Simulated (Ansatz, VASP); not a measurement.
**Two plane-wave programs on MnS**

Contents of INCAR:

```
PREC     = Accurate       # precision mode
ENCUT    = 520            # plane-wave cutoff, eV
EDIFF    = 1E-6           # SCF threshold, eV
ISMEAR   = -1             # smearing method
SIGMA    = 0.05           # smearing width, eV
LREAL    = False          # projectors in reciprocal space
LASPH    = True           # aspherical terms in the spheres
NELM     = 150            # most SCF steps
ALGO     = Normal         # electronic algorithm
ISIF     = 2              # what is computed and relaxed
LWAVE    = False          # write WAVECAR
LCHARG   = False          # write CHGCAR
ISPIN    = 2              # spin polarisation
MAGMOM   = 3 3 0 0        # initial moments
LORBIT   = 11             # projections on sites
NUPDOWN  = 6.0            # fixed moment
LMAXMIX  = 4              # l up to which the mixer works
GGA      = PE             # functional
NBANDS   = 31             # bands
```

File KPOINTS:

```
regular mesh
0
Gamma
  7 7 4
```

Contents of POSCAR:

```
MnS
1.0
    3.9535769233      0.0000000000      0.0000000000
   -1.9767884617      3.4238980514      0.0000000000
    0.0000000000      0.0000000000      6.3425288600
Mn S
2 2
Direct
    0.6666666667      0.3333333333      0.4988446700
    0.3333333333      0.6666666667      0.9988446700
    0.3333333333      0.6666666667      0.6261543000
    0.6666666667      0.3333333333      0.1261543000
```

Contents of input.yaml:

```yaml
crystal:
  lattice:
    - [3.9535769233, 0.0, 0.0]
    - [-1.9767884617, 3.4238980514, 0.0]
    - [0.0, 0.0, 6.34252886]
  atoms:
    - { symbol: Mn, position: [0.6666666667, 0.3333333333, 0.49884467], spin: 3.0 }
    - { symbol: Mn, position: [0.3333333333, 0.6666666667, 0.99884467], spin: 3.0 }
    - { symbol: S, position: [0.3333333333, 0.6666666667, 0.6261543] }
    - { symbol: S, position: [0.6666666667, 0.3333333333, 0.1261543] }
hamiltonian:
  xc: pbe
  pseudopotentials: { kind: paw }
magnetization:
  spin_polarized: true
  initial_magnetization: 6.0
  spin_locking: { lock_magnetization: hard }
kpoints:
  mp_grid: { grid: [7, 7, 4] }
scf:
  occupations: { method: fermi_dirac, width: 0.05 }
  lower_state_search: "off"
output:
  forces: true
  stress: true
  eigenvalues: true
```

Alike in both runs: task single point; functional PBE; k mesh 7 × 7 × 4; occupations fermi-dirac, width 0.05 eV; collinear spin; fixed moment 6 μB.

|  | VASP | Ansatz |
| --- | --- | --- |
| version | VASP 6.6.1 | Ansatz 0.2.0 |
| potentials or method | VASP PAW PBE potentials, release 64 (Mn_pv, S) | Ansatz PAW |
| plane-wave cutoff (eV) | 520 | 420 |
| valence electrons in the cell | 38 | 42 |

VASP gave:

```
pressure (GPa)                                                : -11.0
traceless stress, the component that is largest in VASP (GPa) : 1.65
rms of the force components (eV/Å)                            : 0.015
net moment per atom (μB)                                      : 1.50
size of the moment on the site where the two differ most (μB) : 2.95
```

Question: Estimate Ansatz's values.

Answer: Pressure (GPa): -11.1; traceless stress, the component that is largest in VASP (GPa): 1.66; rms of the force components (eV/Å): 0.018; net moment per atom (μB): 1.50; size of the moment on the site where the two differ most (μB): 2.82.

Site moments also hang on the region over which each program counts them. Atom by atom the forces differ by 0.003 eV/Å (rms over components). With one functional, cell and mesh, what is left measures potentials, basis and numerics. VASP's potentials hold 38 valence electrons a cell and Ansatz's 42, so a difference there can come from the potentials and not from the codes.
